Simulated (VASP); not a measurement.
# IrC (wurtzite type) (P6_3mc) in VASP: notebook

Runs on IrC (wurtzite type). Level: PBE. Tasks: single point, relaxation of cell and atoms.

Program: VASP 6.6.1. These are calculated values, not measurements. Logs are shortened: lines on timing, memory, paths and dates and some standing lists are left out, and cuts for length are marked.

## (1) The cell of the first run

It takes space group P6_3mc (No. 186, hexagonal). The conventional cell has a = 3.234 Å, b = 3.234 Å, c = 5.485 Å, α = 90.00°, β = 90.00°, γ = 120.00°. Within 2.7 Å of Ir (site symmetry 3m) lie 4 C at 2.00 to 2.02 Å. C (site symmetry 3m) has 4 Ir at 2.00 to 2.02 Å within 2.7 Å.

## (2) Single point, PBE

The input, INCAR:

```
PREC = Accurate ; ENCUT = 520
EDIFF = 1E-6 ; ISMEAR = -1
SIGMA = 0.05 ; LREAL = F
LASPH = T ; NELM = 100
ALGO = Normal ; ISIF = 2
LWAVE = F ; LCHARG = T
GGA = PE ; LELF = T
LVHAR = T ; NBANDS = 21
```

The input, KPOINTS:

```
regular mesh
0
Gamma
  12 12 6
```

The input, POSCAR:

```
IrC
1.0
    3.2340207501      0.0000000000      0.0000000000
   -1.6170103750      2.8007441259      0.0000000000
    0.0000000000      0.0000000000      5.4849048930
Ir C
2 2
Direct
    0.3333333333      0.6666666667      0.0038095988
    0.6666666667      0.3333333333      0.5038095988
    0.3333333333      0.6666666667      0.3721904012
    0.6666666667      0.3333333333      0.8721904012
```

Potentials or basis: VASP PAW PBE potentials, release 64 (Ir, C).

The run is started by

```bash
$ cat potpaw_PBE.64/Ir/POTCAR potpaw_PBE.64/C/POTCAR > POTCAR
$ mpirun -np 1 vasp_std > vasp.out
```

OUTCAR:

```text
PREC = Accurate
   ENCUT = 520
   EDIFF = 1E-6
   ISMEAR = -1
   LREAL = F
   LASPH = T
   NELM = 100
   ISIF = 2
   GGA = PE

 ion  position               nearest neighbor table
   1  0.333  0.667  0.004-   4 2.00   4 2.00   4 2.00   3 2.02   2 3.32   2 3.32   2 3.32   2 3.32
                             2 3.32   2 3.32
   2  0.667  0.333  0.504-   3 2.00   3 2.00   3 2.00   4 2.02   1 3.32   1 3.32   1 3.32   1 3.32
                             1 3.32   1 3.32
   3  0.333  0.667  0.372-   2 2.00   2 2.00   2 2.00   1 2.02
   4  0.667  0.333  0.872-   1 2.00   1 2.00   1 2.00   2 2.02

  LATTYP: Found a hexagonal cell.
 ALAT       =     3.2340207501
 C/A-ratio  =     1.6960017628

  Lattice vectors:

 A1 = (   3.2340207501,   0.0000000000,   0.0000000000)
 A2 = (  -1.6170103750,   2.8007441259,   0.0000000000)
 A3 = (   0.0000000000,   0.0000000000,   5.4849048930)

Analysis of symmetry for initial positions (statically):
=====================================================================
 Subroutine PRICEL returns:
 Original cell was already a primitive cell.

 Routine SETGRP: Setting up the symmetry group for a
 hexagonal supercell.

 Subroutine GETGRP returns: Found 12 space group operations
 (whereof  6 operations were pure point group operations)
 out of a pool of 24 trial point group operations.

The static configuration has the point symmetry C_3v.
 The point group associated with its full space group is C_6v.

Analysis of symmetry for dynamics (positions and initial velocities):
=====================================================================
 Subroutine PRICEL returns:
 Original cell was already a primitive cell.

 Routine SETGRP: Setting up the symmetry group for a
 hexagonal supercell.

 Subroutine GETGRP returns: Found 12 space group operations
 (whereof  6 operations were pure point group operations)
 out of a pool of 24 trial point group operations.

The dynamic configuration has the point symmetry C_3v.
 The point group associated with its full space group is C_6v.

 Subroutine INISYM returns: Found 12 space group operations
 (whereof  6 operations are pure point group operations),
 and found     1 'primitive' translations

----------------------------------------------------------------------------------------

                                     Primitive cell

[... 86 lines left out ...]
   ISTART =      0    job   : 0-new  1-cont  2-samecut
   ICHARG =      2    charge: 1-file 2-atom 10-const
   ISPIN  =      1    spin polarized calculation?
   LNONCOLLINEAR =      F non collinear calculations
   LSORBIT =      F    spin-orbit coupling
   LASPH  =      T    aspherical Exc in radial PAW
   ENCUT  =  520.0 eV  38.22 Ry    6.18 a.u.   6.01  6.01 10.20*2*pi/ulx,y,z
   NELM   =    100;   NELMIN=  2; NELMDL= -5     # of ELM steps
   EDIFF  = 0.1E-05   stopping-criterion for ELM
   LREAL  =      F    real-space projection
   EDIFFG = 0.1E-04   stopping-criterion for IOM
   NSW    =      0    number of steps for IOM
   IBRION =     -1    ionic relax: 0-MD 1-quasi-New 2-CG
   NFREE  =      0    steps in history (QN), initial steepest desc. (CG)
   ISIF   =      2    stress and relaxation
   ISYM   =      2    0-nonsym 1-usesym 2-fastsym
   POTIM  = 0.5000    time-step for ionic-motion
   TEBEG  =    0.0;   TEEND  =   0.0 temperature during run
   PSTRESS=    0.0 pullay stress
   NELECT =      26.0000    total number of electrons
   NUPDOWN=      -1.0000    fix difference up-down
   EMIN   =  10.00;   EMAX   =-10.00  energy-range for DOS
   EFERMI =   0.00;   METHOD = LEGACY
   ISMEAR =    -1;   SIGMA  =   0.05  broadening in eV -4-tet -1-fermi 0-gaus
   EFERMI_NEDOS =   21; number of points for ismear=-14 and -15
   IALGO  =     38    algorithm
   IMIX   =      4    mixing-type and parameters
     AMIX     =   0.40;   BMIX     =  1.00
     AMIX_MAG =   1.60;   BMIX_MAG =  1.00
  volume/ion in A,a.u.               =      12.42        83.82
  Fermi-wavevector in a.u.,A,eV,Ry     =   1.319282  2.493081 23.680993  1.740504
  Thomas-Fermi vector in A             =   2.449191
   LORBIT       =      0    0 simple, 1 ext, 2 COOP (PROOUT), +10 PAW based schemes
   GGA     = PE    functional components
   LHFCALC =     F    Hartree Fock is set to
   AEXX    =    0.0000 exact exchange contribution
   IVDW    =     0    specifies the selected vdW correction
   LEPSILON=     F    determine dielectric tensor
   LRPA    =     F    only Hartree local field effects (RPA)
 non-spin polarized calculation
  energy-cutoff  :      520.00
  volume of cell :       49.68
 maximum number of plane-waves:      1374
   NGX = 13   NGY = 13   NGZ = 21

 number of electron      25.9999999 magnetization

 Free energy of the ion-electron system (eV)
  ---------------------------------------------------
  ext. energy  EPLUGINS =         0.00000000
  ---------------------------------------------------
  free energy    TOTEN  =       -33.49128502 eV

  energy without entropy =      -33.48046205  energy(sigma->0) =      -33.48587354

 E-fermi :   7.3163     XC(G=0): -12.2916

 val. band max:        7.3155902642   @ k =   0.4167   0.0000   0.5000
 cond. band min:       7.3346833165   @ k =   0.3333   0.1667   0.3333
 fundamental gap:      0.0190930523
 Fermi energy:         7.3163065587

 k-point     1 :       0.0000    0.0000    0.0000
  band No.  band energies     occupation
      1      -6.7511      2.00000
      2      -4.9519      2.00000
      3       0.6818      2.00000
      4       1.0160      2.00000
      5       1.0160      2.00000
      6       1.0519      2.00000
[... 565 lines left out ...]
     20      16.2042      0.00000
     21      18.0421      0.00000

 [... further k-points ...]
[... 5 lines left out ...]
  --------------------------------------------------------------------------------------
  -------------------------------------------------------------------------------------
  Total        0.5868500      0.5868500      0.5972013      0.0000000      0.0000000      0.0000000
  in kB       18.9257169     18.9257169     19.2595447      0.0000000      0.0000000      0.0000000
  external PRESSURE =      19.0369928 kB  Pullay stress =       0.0000000 kB

 VOLUME and BASIS-vectors are now :
 -----------------------------------------------------------------------------
  energy-cutoff  :      520.00
  volume of cell :       49.68
      direct lattice vectors                 reciprocal lattice vectors
     3.234020750  0.000000000  0.000000000     0.309212611  0.178523984  0.000000000
    -1.617010375  2.800744126  0.000000000     0.000000000  0.357047968  0.000000000
     0.000000000  0.000000000  5.484904893     0.000000000  0.000000000  0.182318567

 POSITION                                       TOTAL-FORCE (eV/Angst)
 -----------------------------------------------------------------------------------
     -0.00000      1.86716      0.02090         0.000000     -0.000000      0.009662
      1.61701      0.93358      2.76335        -0.000000      0.000000      0.009662
     -0.00000      1.86716      2.04143        -0.000000      0.000000     -0.009662
      1.61701      0.93358      4.78388        -0.000000      0.000000     -0.009662
 -----------------------------------------------------------------------------------
    total drift:                               -0.000000      0.000000     -0.001076

  FREE ENERGIE OF THE ION-ELECTRON SYSTEM (eV)
  ---------------------------------------------------
  free  energy   TOTEN  =       -33.4912850235 eV

  energy  without entropy=      -33.4804620468  energy(sigma->0) =      -33.48587354
```

OSZICAR:

```text
N       E                     dE             d eps       ncg     rms          rms(c)
DAV:   1     0.214062460446E+03    0.21406E+03   -0.12031E+04  3192   0.120E+03
DAV:   2    -0.208106605664E+02   -0.23487E+03   -0.22118E+03  3202   0.333E+02
DAV:   3    -0.373384862330E+02   -0.16528E+02   -0.15831E+02  4071   0.910E+01
DAV:   4    -0.379177504359E+02   -0.57926E+00   -0.57759E+00  3762   0.188E+01
DAV:   5    -0.379327868788E+02   -0.15036E-01   -0.15030E-01  4116   0.282E+00    0.359E+01
DAV:   6    -0.339400016703E+02    0.39928E+01   -0.16380E+01  4983   0.428E+01    0.851E+00
DAV:   7    -0.335475756616E+02    0.39243E+00   -0.25906E+00  4505   0.186E+01    0.834E+00
DAV:   8    -0.335023874960E+02    0.45188E-01   -0.19715E-01  3725   0.285E+00    0.101E+00
DAV:   9    -0.334909452191E+02    0.11442E-01   -0.32414E-02  5078   0.191E+00    0.170E-01
DAV:  10    -0.334912985202E+02   -0.35330E-03   -0.33403E-03  3707   0.468E-01    0.585E-02
DAV:  11    -0.334912858964E+02    0.12624E-04   -0.63156E-05  4349   0.858E-02    0.125E-02
DAV:  12    -0.334912847894E+02    0.11070E-05   -0.43797E-06  3657   0.168E-02    0.437E-03
DAV:  13    -0.334912850235E+02   -0.23405E-06   -0.69471E-07  2431   0.642E-03
   1 F= -.33491285E+02 E0= -.33485874E+02  d E =-.108230E-01
```

It took 55 s on 1 thread of Intel Xeon Platinum 8259CL at 2.50GHz (Skylake/Cascade Lake), shared host; peak memory 0.21 GiB.

What came out:

- Free energy: -33.4913 eV
- Pressure: 1.9 GPa
- Largest force: 0.010 eV/Å
- Band gap on the k mesh: zero (band 13 reaches 10.13 eV, above the bottom of band 14 at 6.59 eV)

Forces on the atoms (eV/Å):
```
Ir   0.000  0.000  0.010
Ir   0.000  0.000  0.010
C    0.000  0.000 -0.010
C    0.000  0.000 -0.010
```

Caveat: spin-orbit coupling is left out, which moves the levels of the heavy elements.

## (3) Single point, PBE

The input, INCAR:

```
SYSTEM = IrC
  ALGO = Normal
  EDIFF = 1E-7
  ENCUT = 520
  GGA = PE
  ISIF = 2
  ISMEAR = -1
  LASPH = .TRUE.
  LCHARG = .FALSE.
  LREAL = .FALSE.
  LWAVE = .FALSE.
  NBANDS = 21
  NELM = 100
  PREC = Accurate
  SIGMA = 0.05
```

The input, KPOINTS:

```
k-points
0
G
  12 12 6
  0 0 0
```

POSCAR is that of step 2.

Potentials or basis: VASP PAW PBE potentials, release 64 (Ir, C).

The run is started by

```bash
$ cat potpaw_PBE.64/Ir/POTCAR potpaw_PBE.64/C/POTCAR > POTCAR
$ mpirun -np 1 vasp_std > vasp.out
```

It took 60 s on 1 thread of Intel Xeon Platinum 8259CL at 2.50GHz (Skylake/Cascade Lake), shared host; peak memory 0.21 GiB.

The run converged. Its results:

- Free energy: -33.4913 eV
- Pressure: 1.9 GPa
- Largest force: 0.010 eV/Å
- Band gap on the k mesh: zero (band 13 reaches 10.13 eV, above the bottom of band 14 at 6.59 eV)

Forces on the atoms (eV/Å):
```
Ir   0.000  0.000  0.010
Ir   0.000  0.000  0.010
C    0.000  0.000 -0.010
C    0.000  0.000 -0.010
```

Levels at points of the mesh, in eV from the Fermi level:
```
           k point  band 11  band 12  band 13  band 14  band 15  band 16
(0.00, 0.00, 0.00)    -1.59    -1.59    -0.87     3.69     4.00     4.00
(0.50, 0.00, 0.00)    -1.46    -1.13    -0.79    -0.34     0.84     0.90
(0.00, 0.00, 0.50)    -2.10    -2.10     2.82     2.82     5.07     5.07
(0.50, 0.00, 0.50)    -1.39    -1.39    -0.72    -0.72     2.23     2.23
```

Caveat: spin-orbit coupling is left out, which moves the levels of the heavy elements.

## (4) Relaxation of cell and atoms, PBE

This run uses another cell than the first one, of 12.53 Å³/atom, 1.009 times its volume.

The input, INCAR:

```
ALGO     = Normal         # electronic algorithm
EDIFF    = 1E-7           # SCF threshold, eV
EDIFFG   = -0.005         # ionic threshold
ENCUT    = 600            # plane-wave cutoff, eV
GGA      = PE             # functional
IBRION   = 2              # ionic algorithm
ISIF     = 3              # what is computed and relaxed
ISMEAR   = -1             # smearing method
LASPH    = T              # aspherical terms in the spheres
LCHARG   = F              # write CHGCAR
LREAL    = F              # projectors in reciprocal space
LWAVE    = F              # write WAVECAR
NELM     = 100            # most SCF steps
NSW      = 100            # ionic steps
PREC     = Accurate       # precision mode
SIGMA    = 0.05           # smearing width, eV
```

The input, KPOINTS:

```
k-points
0
Gamma
  12 12 6
```

The input, POSCAR:

```
IrC
1.0
    3.2871621272      0.0000000000      0.0000000000
   -1.6435810636      2.8467659085      0.0000000000
    0.0000000000      0.0000000000      5.3580742673
Ir C
2 2
Direct
    0.3333333333      0.6666666667      0.0000000000
    0.6666666667      0.3333333333      0.5000000000
    0.3333333333      0.6666666667      0.3760000000
    0.6666666667      0.3333333333      0.8760000000
```

The run is started by

```bash
$ cat potpaw_PBE.64/Ir/POTCAR potpaw_PBE.64/C/POTCAR > POTCAR
$ mpirun -np 1 vasp_std > vasp.out
```

It took 6.1 min on 1 thread of Intel Xeon Platinum 8259CL at 2.50GHz (Skylake/Cascade Lake), shared host; peak memory 0.24 GiB.

Results (log left out):

| Item | Value |
| --- | --- |
| Free energy | -33.4949 eV |
| Relaxed volume | 12.50 Å³/atom |
| Relaxed cell | a = 3.242 Å, b = 3.242 Å, c = 5.495 Å, α = 90.00°, β = 90.00°, γ = 120.00° |
| Space group after relaxing (to 0.05 Å) | P6_3mc (No. 186) |
| Energy gained by relaxing | 6.3 meV/atom |
| Ionic steps | 7 |
| Pressure after relaxing | 0.0 GPa |
| Band gap on the k mesh | zero (band 13 reaches 10.02 eV, above the bottom of band 14 at 6.50 eV) |

The path:
| step | energy change (eV) | largest force (eV/Å) | pressure (GPa) | volume (Å³) |
| --- | --- | --- | --- | --- |
| 1 | 0.0000 | 0.0562 | -0.08 | 50.14 |
| 2 | -0.0136 | 0.2754 | 0.11 | 50.09 |
| 3 | -0.0142 | 0.3262 | 0.19 | 50.07 |
| 4 | -0.0234 | 0.1331 | -0.29 | 50.11 |
| 5 | -0.0248 | 0.0055 | -0.56 | 50.13 |
| 6 | -0.0249 | 0.0073 | 0.52 | 49.92 |
| 7 | -0.0250 | 0.0011 | 0.02 | 50.02 |

Final structure:
```yaml
crystal:
  lattice:
    - [3.24197, 0.00000, 0.00000]
    - [-1.62099, 2.80763, 0.00000]
    - [0.00000, 0.00000, 5.49516]
  atoms:
    - { symbol: Ir, position: [0.33333, 0.66667, 0.00375] }
    - { symbol: Ir, position: [0.66667, 0.33333, 0.50375] }
    - { symbol: C, position: [0.33333, 0.66667, 0.37225] }
    - { symbol: C, position: [0.66667, 0.33333, 0.87225] }
```

Levels at points of the mesh, in eV from the Fermi level:
| k point | band 9 | band 10 | band 11 | band 12 | band 13 | band 14 | band 15 | band 16 | band 17 |
| --- | --- | --- | --- | --- | --- | --- | --- | --- | --- |
| (0.00, 0.00, 0.00) | -2.79 | -2.79 | -1.57 | -1.57 | -0.87 | 3.67 | 3.97 | 3.97 | 5.58 |
| (0.50, 0.00, 0.00) | -2.95 | -1.85 | -1.45 | -1.13 | -0.79 | -0.35 | 0.84 | 0.89 | 3.89 |
| (0.00, 0.00, 0.50) | -2.08 | -2.08 | -2.08 | -2.08 | 2.80 | 2.80 | 5.04 | 5.04 | 5.04 |
| (0.50, 0.00, 0.50) | -1.66 | -1.66 | -1.38 | -1.38 | -0.72 | -0.72 | 2.22 | 2.22 | 2.76 |

Caveat: spin-orbit coupling is left out, which moves the levels of the heavy elements.
